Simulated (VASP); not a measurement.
Wanted: the native input for a VASP 6.6.1 run.

| Property | Result |
| --- | --- |
| Task | single point |
| Functional | PBE |
| Potentials or basis | VASP PAW PBE potentials, release 64 (Na_pv, H) |
| Cutoff | 520 eV |
| k mesh | 8 × 8 × 8 |
| Occupations | gaussian, width 0.05 eV |
| Spin | no spin polarisation |
| Dipole correction | no |
| Further INCAR settings | ALGO = Normal; EDIFF = 1e-07; NBANDS = 11 |

The structure of NaH lies in POSCAR:

```
NaH
1.0
    0.0000000000      2.5620000000      2.5010000000
    2.5620000000      0.0000000000      2.5010000000
    2.5620000000      2.5620000000      0.0000000000
Na H
1 1
Direct
    0.0000000000      0.0000000000      0.0000000000
    0.5000000000      0.5000000000      0.5000000000
```

This cell differs from its parent crystal: strain +0.050 along x and y, +0.025 along z.

The input as run:

INCAR

```
PREC = Accurate
ENCUT = 520
EDIFF = 1E-7
ISMEAR = 0
SIGMA = 0.05
LREAL = False
LASPH = True
NELM = 100
ALGO = Normal
ISIF = 2
LWAVE = False
LCHARG = False
GGA = PE
NBANDS = 11
```

KPOINTS

```
regular mesh
0
Gamma
  8 8 8
```

Potentials or basis: VASP PAW PBE potentials, release 64 (Na_pv, H).

Launch:

```sh
$ cat potpaw_PBE.64/Na_pv/POTCAR potpaw_PBE.64/H/POTCAR > POTCAR
$ mpirun -np 1 vasp_std > vasp.out
```

It gave:

```yaml
Pressure: -2.7 GPa
Band_gap_on_the_k_mesh: 3.51 eV, indirect (least direct gap 4.29 eV)
```

Caveat: the cell differs from its parent crystal (strain +0.050 along x and y, +0.025 along z).

Wall time 8.5 s on 1 thread of Intel(R) Xeon(R) 6975P-C (Granite Rapids), on a shared host, peak memory 0.15 GiB.
